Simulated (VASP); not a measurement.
# Nb2H3 (P-3m1) in VASP: relaxation of cell and atoms with r2SCAN

Aim: the relaxation of cell and atoms of Nb2H3 with r2SCAN.

All numbers are computed with VASP 6.6.1; they aren't measurements. Logs are shortened: lines on timing, memory, paths and dates and some standing lists are left out, and cuts for length are marked.

## (1) The cell of the first run

Symmetry: P-3m1, No. 164, trigonal system. Conventional cell: a = 3.066 Å, b = 3.066 Å, c = 5.374 Å, α = 90.00°, β = 90.00°, γ = 120.00°. Within 2.6 Å of Nb (site symmetry 3m) lie 7 H at 1.97 to 2.17 Å. H (site symmetry -3m) has 6 Nb at 2.17 Å and 6 H at 2.76 Å within 2.9 Å. Within 2.6 Å of H (site symmetry 3m) lie 4 Nb at 1.97 to 2.01 Å and 3 H at 2.11 Å.

## (2) Relaxation of cell and atoms, r2SCAN

POSCAR reads:

```
Nb2H3
1.0
    3.0664521029      0.0000000000      0.0000000000
   -1.5332260514      2.6556254206      0.0000000000
    0.0000000000      0.0000000000      5.3740917578
Nb H
2 3
Direct
    0.3333333333      0.6666666667      0.2339933897
    0.6666666667      0.3333333333      0.7660066103
    0.0000000000      0.0000000000      0.0000000000
    0.3333333333      0.6666666667      0.6071193069
    0.6666666667      0.3333333333      0.3928806931
```

INCAR.step1 reads:

```
ALGO = Normal ; EDIFF = 1E-4
ENCUT = 600 ; GGA = PE
ISMEAR = 0 ; LASPH = True
LCHARG = False ; LREAL = False
LWAVE = True ; NELM = 80
PREC = Accurate ; SIGMA = 0.1
```

INCAR.step2 reads:

```
ALGO = Normal ; EDIFF = 1E-6
EDIFFG = -0.01 ; ENCUT = 600
IBRION = 2 ; ISIF = 3
ISMEAR = 0 ; ISTART = 1
LASPH = True ; LCHARG = False
LMIXTAU = True ; LREAL = False
LWAVE = False ; METAGGA = R2SCAN
NELM = 80 ; NSW = 100
PREC = Accurate ; SIGMA = 0.1
```

KPOINTS reads:

```
k-points
0
Gamma
  12 12 8
```

Potentials or basis: VASP PAW PBE potentials, release 64 (Nb_sv, H).

Started as:

```sh
$ cat potpaw_PBE.64/Nb_sv/POTCAR potpaw_PBE.64/H/POTCAR > POTCAR
$ cp INCAR.step1 INCAR
$ mpirun -np 1 vasp_std > vasp.out
$ cp INCAR.step2 INCAR
$ mpirun -np 1 vasp_std > vasp.out
```

OUTCAR:

```text
EDIFF = 1E-6
   EDIFFG = -0.01
   ENCUT = 600
   IBRION = 2
   ISIF = 3
   ISMEAR = 0
   ISTART = 1
   LASPH = True
   LREAL = False
   METAGGA = R2SCAN
   NELM = 80
   NSW = 100
   PREC = Accurate

 ion  position               nearest neighbor table
   1  0.333  0.667  0.234-   5 1.97   5 1.97   5 1.97
   2  0.667  0.333  0.766-   4 1.97   4 1.97   4 1.97
   3  0.000  0.000  0.000-
   4  0.333  0.667  0.607-   2 1.97   2 1.97   2 1.97
   5  0.667  0.333  0.393-   1 1.97   1 1.97   1 1.97

  LATTYP: Found a hexagonal cell.
 ALAT       =     3.0664521029
 C/A-ratio  =     1.7525438446

  Lattice vectors:

 A1 = (   3.0664521029,   0.0000000000,   0.0000000000)
 A2 = (  -1.5332260514,   2.6556254206,   0.0000000000)
 A3 = (   0.0000000000,   0.0000000000,   5.3740917578)

Analysis of symmetry for initial positions (statically):
=====================================================================
 Subroutine PRICEL returns:
 Original cell was already a primitive cell.

 Routine SETGRP: Setting up the symmetry group for a
 hexagonal supercell.

 Subroutine GETGRP returns: Found 12 space group operations
 (whereof 12 operations were pure point group operations)
 out of a pool of 24 trial point group operations.

The static configuration has the point symmetry D_3d.

Analysis of symmetry for dynamics (positions and initial velocities):
=====================================================================
 Subroutine PRICEL returns:
 Original cell was already a primitive cell.

 Routine SETGRP: Setting up the symmetry group for a
 hexagonal supercell.

 Subroutine GETGRP returns: Found 12 space group operations
 (whereof 12 operations were pure point group operations)
 out of a pool of 24 trial point group operations.

The dynamic configuration has the point symmetry D_3d.

 Subroutine INISYM returns: Found 12 space group operations
 (whereof 12 operations are pure point group operations),
 and found     1 'primitive' translations

----------------------------------------------------------------------------------------

                                     Primitive cell

  volume of cell :      43.7631

  direct lattice vectors                    reciprocal lattice vectors
     3.066452103  0.000000000  0.000000000     0.326109773  0.188279565  0.000000000
    -1.533226051  2.655625421  0.000000000     0.000000000  0.376559131  0.000000000
     0.000000000  0.000000000  5.374091758     0.000000000  0.000000000  0.186077954

  length of vectors
     3.066452103  3.066452103  5.374091758     0.376559131  0.376559131  0.186077954

  position of ions in fractional coordinates (direct lattice)
     0.333333333  0.666666667  0.233993390
     0.666666667  0.333333333  0.766006610
     0.000000000  0.000000000  0.000000000
     0.333333333  0.666666667  0.607119307
     0.666666667  0.333333333  0.392880693

  ion indices of the primitive-cell ions
   primitive index   ion index
                 1           1
                 2           2
                 3           3
                 4           4
                 5           5

----------------------------------------------------------------------------------------

 KPOINTS: k-points

Automatic generation of k-mesh.
 Grid dimensions read from file:
 generate k-points for:   12   12    8

 Generating k-lattice:

  Cartesian coordinates                     Fractional coordinates (reciprocal lattice)
     0.027175814  0.015689964  0.000000000     0.083333333  0.000000000  0.000000000
     0.000000000  0.031379928  0.000000000     0.000000000  0.083333333  0.000000000
     0.000000000  0.000000000  0.023259744     0.000000000  0.000000000  0.125000000

  Length of vectors
     0.031379928  0.031379928  0.023259744

  Shift w.r.t. Gamma in fractional coordinates (k-lattice)
     0.000000000  0.000000000  0.000000000

 Subroutine IBZKPT returns following result:
 ===========================================

 Found    131 irreducible k-points:

 Following reciprocal coordinates:
            Coordinates               Weight
  0.000000  0.000000  0.000000      1.000000
  0.083333  0.000000  0.000000      6.000000
  0.166667 -0.000000  0.000000      6.000000
  0.250000 -0.000000  0.000000      6.000000
  0.333333 -0.000000  0.000000      6.000000
  0.416667  0.000000  0.000000      6.000000
[... 16 lines left out ...]
  0.166667 -0.000000  0.125000      6.000000
  0.000000  0.166667  0.125000      6.000000
 [... further k-points ...]
   k-points           NKPTS =    131   k-points in BZ     NKDIM =    131   number of bands    NBANDS=     18
   number of dos      NEDOS =    301   number of ions     NIONS =      5
   total plane-waves  NPLWV =  27648
   dimension x,y,z NGX =    24 NGY =   24 NGZ =   48
   dimension x,y,z NGXF=    48 NGYF=   48 NGZF=   96
   ions per type =               2   3
   NGX,Y,Z   is equivalent  to a cutoff of  13.01, 13.01, 14.85 a.u.
   NGXF,Y,Z  is equivalent  to a cutoff of  26.02, 26.02, 29.70 a.u.
 SYSTEM =  unknown system
   PREC   = accura    normal or accurate (medium, high low for compatibility)
   ISTART =      1    job   : 0-new  1-cont  2-samecut
   ICHARG =      0    charge: 1-file 2-atom 10-const
   ISPIN  =      1    spin polarized calculation?
   LNONCOLLINEAR =      F non collinear calculations
   LSORBIT =      F    spin-orbit coupling
   LASPH  =      T    aspherical Exc in radial PAW
   ENCUT  =  600.0 eV  44.10 Ry    6.64 a.u.   6.12  6.12 10.73*2*pi/ulx,y,z
   NELM   =     80;   NELMIN=  2; NELMDL=  0     # of ELM steps
   EDIFF  = 0.1E-05   stopping-criterion for ELM
   LREAL  =      F    real-space projection
   EDIFFG = -.1E-01   stopping-criterion for IOM
   NSW    =    100    number of steps for IOM
   IBRION =      2    ionic relax: 0-MD 1-quasi-New 2-CG
   NFREE  =      1    steps in history (QN), initial steepest desc. (CG)
   ISIF   =      3    stress and relaxation
   ISYM   =      2    0-nonsym 1-usesym 2-fastsym
   POTIM  = 0.5000    time-step for ionic-motion
   TEBEG  =    0.0;   TEEND  =   0.0 temperature during run
   PSTRESS=    0.0 pullay stress
   NELECT =      29.0000    total number of electrons
   NUPDOWN=      -1.0000    fix difference up-down
   EMIN   =  10.00;   EMAX   =-10.00  energy-range for DOS
   EFERMI =   0.00;   METHOD = LEGACY
   ISMEAR =     0;   SIGMA  =   0.10  broadening in eV -4-tet -1-fermi 0-gaus
   EFERMI_NEDOS =   21; number of points for ismear=-14 and -15
   IALGO  =     38    algorithm
   IMIX   =      4    mixing-type and parameters
     AMIX     =   0.40;   BMIX     =  1.00
     AMIX_MAG =   1.60;   BMIX_MAG =  1.00
  volume/ion in A,a.u.               =       8.75        59.07
  Fermi-wavevector in a.u.,A,eV,Ry     =   1.427266  2.697141 27.716253  2.037087
  Thomas-Fermi vector in A             =   2.547454
   LORBIT       =      0    0 simple, 1 ext, 2 COOP (PROOUT), +10 PAW based schemes
   METAGGA = R2SCAN    functional components
   LHFCALC =     F    Hartree Fock is set to
   AEXX    =    0.0000 exact exchange contribution
   IVDW    =     0    specifies the selected vdW correction
   LEPSILON=     F    determine dielectric tensor
   LRPA    =     F    only Hartree local field effects (RPA)
 conjugate gradient relaxation of ions
 non-spin polarized calculation
 Gauss-broadening in eV      SIGMA  =   0.10
  energy-cutoff  :      600.00
  volume of cell :       43.76
 maximum number of plane-waves:      1491
   NGX = 13   NGY = 13   NGZ = 21

--------------------------------------- Ionic step        1  -------------------------------------------

 number of electron      29.0000002 magnetization

 Free energy of the ion-electron system (eV)
  ---------------------------------------------------
  ext. energy  EPLUGINS =         0.00000000
  ---------------------------------------------------
  free energy    TOTEN  =       -61.10022818 eV

  energy without entropy =      -61.08537285  energy(sigma->0) =      -61.09280052

------------------------ aborting loop because EDIFF is reached ----------------------------------------

  FORCE on cell =-STRESS in cart. coord.  units (eV):
  Direction    XX          YY          ZZ          XY          YZ          ZX
  --------------------------------------------------------------------------------------
  -------------------------------------------------------------------------------------
  Total       -0.0931180     -0.0931180     -0.0776758     -0.0000000      0.0000000      0.0000000
  in kB       -3.4090714     -3.4090714     -2.8437307     -0.0000000      0.0000000      0.0000000
  external PRESSURE =      -3.2206245 kB  Pullay stress =       0.0000000 kB
[... 180 lines left out ...]
  energy  without entropy=      -61.0861266761  energy(sigma->0) =      -61.09351642

--------------------------------------- Ionic step        6  -------------------------------------------

 number of electron      29.0000001 magnetization

 Free energy of the ion-electron system (eV)
  ---------------------------------------------------
  ext. energy  EPLUGINS =         0.00000000
  ---------------------------------------------------
  free energy    TOTEN  =       -61.10099497 eV

  energy without entropy =      -61.08622650  energy(sigma->0) =      -61.09361073

 E-fermi :  10.4404     XC(G=0): -13.2642

 val. band max:       10.4388459582   @ k =   0.3333   0.2500   0.2500
 cond. band min:      10.4505589471   @ k =   0.0000   0.4167   0.2500
 fundamental gap:      0.0117129889
 Fermi energy:        10.4404433976

 k-point     1 :       0.0000    0.0000    0.0000
  band No.  band energies     occupation
      1     -46.5147      2.00000
      2     -46.4091      2.00000
      3     -22.3353      2.00000
      4     -21.5333      2.00000
      5     -21.4466      2.00000
      6     -21.4466      2.00000
[... 10 lines left out ...]
     17      11.7595      0.00000
     18      11.7595      0.00000
[... 466 lines left out ...]
      2     -46.3917      2.00000
      3     -22.2342      2.00000
      4     -21.6694      2.00000
      5     -21.6135      2.00000
      6     -21.5225      2.00000
[... 10 lines left out ...]
     17      11.0526      0.00000
     18      11.4671      0.00000

 [... further k-points ...]
[... 5 lines left out ...]
  --------------------------------------------------------------------------------------
  -------------------------------------------------------------------------------------
  Total       -0.0005605     -0.0005605     -0.0170919     -0.0000000      0.0000000      0.0000000
  in kB       -0.0205477     -0.0205477     -0.6265920     -0.0000000      0.0000000      0.0000000
  external PRESSURE =      -0.2225625 kB  Pullay stress =       0.0000000 kB
[... 20 lines left out ...]
  FREE ENERGIE OF THE ION-ELECTRON SYSTEM (eV)
  ---------------------------------------------------
  free  energy   TOTEN  =       -61.1009949706 eV

  energy  without entropy=      -61.0862264972  energy(sigma->0) =      -61.09361073

 reached required accuracy - stopping structural energy minimisation
```

Wall time 10 min (1 thread of Intel Xeon 6975P-C (Granite Rapids), shared host); peak memory 0.27 GiB.

What came out:

```
Free energy                            : -61.1010 eV
Relaxed volume                         : 8.74 Å³/atom
Relaxed cell                           : a = 3.067 Å, b = 3.067 Å, c = 5.364 Å, α = 90.00°, β = 90.00°, γ = 120.00°
Space group after relaxing (to 0.05 Å) : P-3m1 (No. 164)
Energy gained by relaxing              : 0.2 meV/atom
Ionic steps                            : 6
Pressure after relaxing                : 0.0 GPa
```

Forces on the atoms (eV/Å):
```
Nb   0.000  0.000  0.001
Nb   0.000  0.000 -0.001
H    0.000  0.000  0.000
H    0.000  0.000 -0.003
H    0.000  0.000  0.003
```

The path:
```
step  energy change (eV)  largest force (eV/Å)  pressure (GPa)  volume (Å³)
   1              0.0000                0.0550           -0.32        43.76
   2             -0.0004                0.0352            0.20        43.65
   3             -0.0004                0.0341            0.21        43.65
   4             -0.0006                0.0226            0.04        43.69
   5             -0.0007                0.0263           -0.15        43.73
   6             -0.0008                0.0026           -0.02        43.70
```

Final structure:
```xyz
5
Lattice="3.0673 0.0000 0.0000 -1.5337 2.6564 0.0000 0.0000 0.0000 5.3637" Properties=species:S:1:pos:R:3 pbc="T T T"
Nb    0.0000    1.7709    1.2580
Nb    1.5337    0.8855    4.1056
H     0.0000    0.0000    0.0000
H     0.0000    1.7709    3.2667
H     1.5337    0.8855    2.0970
```

Caveat: the PAW data sets were made with another functional, which shifts forces and pressure a little.
